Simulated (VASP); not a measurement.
NbTe4Mo: single point with PBE

NbTe4Mo:

```
Nb Te Mo
1.0
     1.80979   -3.13795   -0.01173
    -5.41912   -3.13180   -0.00128
     0.02089   -0.04565  -14.89515
Nb Te Mo
2 8 2
Direct
  0.99746 0.00032 0.00025
  0.49728 0.50069 0.00025
  0.99912 0.99918 0.61964
  0.49919 0.49914 0.61961
  0.49404 0.83387 0.12598
  0.99410 0.33390 0.12590
  0.00583 0.99940 0.37989
  0.50584 0.49944 0.37987
  0.50094 0.83429 0.87451
  0.00097 0.33420 0.87458
  0.50261 0.83280 0.49976
  0.00260 0.33279 0.49975
```

```yaml
Program: VASP 6.6.1
Task: single point
Functional: PBE
Potentials_or_basis: VASP PAW PBE potentials, release 64 (Nb_sv, Te, Mo_sv)
Cutoff: 520 eV
k_mesh: 6 × 4 × 2
Occupations: gaussian, width 0.2 eV
Spin: no spin polarisation
Dipole_correction: no
Further_INCAR_settings: ALGO = Normal; EDIFF = 1e-07; NBANDS = 63
```

```yaml
Pressure: 0.0 GPa
Largest_force: 0.024 eV/Å
Band_gap_on_the_k_mesh: zero (bands 51 and 52 overlap by 0.45 eV)
```

Forces in eV/Å, atoms in the order of the input:
```
Nb  -0.007 -0.002 -0.003
Nb  -0.002 -0.005  0.000
Te   0.004 -0.002 -0.021
Te   0.001 -0.001 -0.024
Te   0.003 -0.003  0.017
Te   0.004  0.001  0.019
Te  -0.003  0.003  0.021
Te  -0.001  0.005  0.019
Te   0.004  0.003 -0.014
Te   0.000  0.003 -0.016
Mo  -0.003  0.000  0.000
Mo  -0.002 -0.002  0.003
```

Stress tensor (GPa, compression positive):
```
 0.10  0.04  0.01
 0.04 -0.01 -0.02
 0.01 -0.02 -0.09
```

Levels at points of the mesh, in eV from the Fermi level:
```tsv
k point	band 48	band 49	band 50	band 51	band 52	band 53	band 54	band 55
(0.00, 0.00, 0.00)	-0.42	-0.33	-0.31	-0.21	0.31	1.05	1.39	2.18
(0.50, 0.00, 0.00)	-1.26	-0.56	-0.56	0.14	0.15	1.09	1.09	1.38
(0.00, 0.50, 0.00)	-0.80	-0.65	-0.65	-0.29	-0.29	1.30	1.30	1.80
(0.50, 0.50, 0.00)	-0.69	-0.43	-0.43	-0.19	-0.18	1.05	1.05	1.39
(0.00, 0.00, 0.50)	-0.33	-0.31	-0.22	-0.19	0.32	1.05	1.41	2.18
(0.50, 0.00, 0.50)	-1.31	-0.56	-0.56	0.14	0.15	1.13	1.13	1.43
(0.00, 0.50, 0.50)	-0.82	-0.65	-0.65	-0.26	-0.26	1.42	1.42	1.73
(0.50, 0.50, 0.50)	-0.68	-0.42	-0.42	-0.20	-0.19	1.05	1.05	1.40
```

It took 23 min on 1 thread of AMD EPYC 7R13 Processor (Zen 3), with other jobs on the host, peak memory 0.67 GiB.

Caveat: spin-orbit coupling is left out, which moves the levels of the heavy elements.
